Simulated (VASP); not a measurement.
Ga3Sb: single point with PBE

The system is Ga3Sb.

```
CELL_PARAMETERS angstrom
-2.15880 2.15880 4.76048
2.15880 -2.15880 4.76048
2.15880 2.15880 -4.76048
ATOMIC_POSITIONS crystal
Ga 0.75000 0.25000 0.50000
Ga 0.25000 0.75000 0.50000
Ga 0.50000 0.50000 0.00000
Sb 0.00000 0.00000 0.00000
```

```
Program                : VASP 6.6.1
Task                   : single point
Functional             : PBE
Potentials or basis    : VASP PAW PBE potentials, release 64 (Ga_d, Sb)
Cutoff                 : 520 eV
k mesh                 : 6 × 6 × 6
Occupations            : gaussian, width 0.1 eV
Spin                   : no spin polarisation
Dipole correction      : no
Further INCAR settings : ALGO = Normal; EDIFF = 1e-06; NBANDS = 30
```

```yaml
Pressure: -0.2 GPa
Band_gap_on_the_k_mesh: zero (band 22 reaches 7.96 eV, above the bottom of band 23 at 4.12 eV)
```

Stress tensor (GPa, compression positive):
```
 0.74  0.00  0.00
 0.00  0.74  0.00
 0.00  0.00 -2.10
```

Levels at points of the mesh, in eV from the Fermi level:
```
           k point  band 18  band 19  band 20  band 21  band 22  band 23  band 24  band 25  band 26  band 27
(0.00, 0.00, 0.00)    -3.81    -2.97    -1.89    -1.73    -1.73    -0.23    -0.23     1.00     1.28     4.49
(0.50, 0.00, 0.00)    -5.41    -5.02    -0.88    -0.49    -0.18     0.52     1.55     2.79     3.24     3.35
(0.50, 0.50, 0.00)    -5.66    -5.08    -4.65    -4.02    -0.62    -0.03     0.28     1.09     6.50     6.51
(0.50, 0.50, 0.50)    -3.74    -2.88    -2.88    -2.39     2.06     2.65     2.65     3.92     4.00     4.35
```

It took 96 s on 1 thread of Intel Xeon 6975P-C (shared host), peak memory 0.29 GiB.

Caveat: spin-orbit coupling is left out, which moves the levels of the heavy elements.
